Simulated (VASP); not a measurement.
ZrTiN, 6 atoms in the cell. Symmetry: P4/nmm, No. 129, tetragonal system. The conventional cell has a = 3.310 Å, b = 3.310 Å, c = 8.243 Å, α = 90.00°, β = 90.00°, γ = 90.00°. Within 3.0 Å of Zr (site symmetry 4mm) lie 5 N at 2.29 to 2.34 Å. Within 2.9 Å of Ti (site symmetry 4mm) lie 1 N at 2.09 Å and 4 Ti at 2.87 Å. N (site symmetry 4mm) has 1 Ti at 2.09 Å and 5 Zr at 2.29 to 2.34 Å within 2.8 Å. 

- Program: VASP 6.6.1
- Task: single point
- Functional: PBE
- Potentials or basis: VASP PAW PBE potentials, release 64 (Zr_sv, Ti_sv, N)
- Cutoff: 520 eV
- k mesh: 12 × 12 × 6
- Occupations: gaussian, width 0.1 eV
- Spin: no spin polarisation
- Dipole correction: no
- Further INCAR settings: ALGO = Normal; EDIFF = 1e-07; NBANDS = 38

Potentials or basis: VASP PAW PBE potentials, release 64 (Zr_sv, Ti_sv, N).

Command:

```console
$ cat potpaw_PBE.64/Zr_sv/POTCAR potpaw_PBE.64/Ti_sv/POTCAR potpaw_PBE.64/N/POTCAR > POTCAR
$ mpirun -np 1 vasp_std > vasp.out
```

Hardware: 1 thread of Intel(R) Xeon(R) 6975P-C (Granite Rapids) (shared host).

Task: Estimate the wall time of this run.

Result: Wall time 5.1 min on 1 thread of Intel(R) Xeon(R) 6975P-C (Granite Rapids) (shared host), peak memory 0.46 GiB. Counts: scf iterations 17, k points 112.
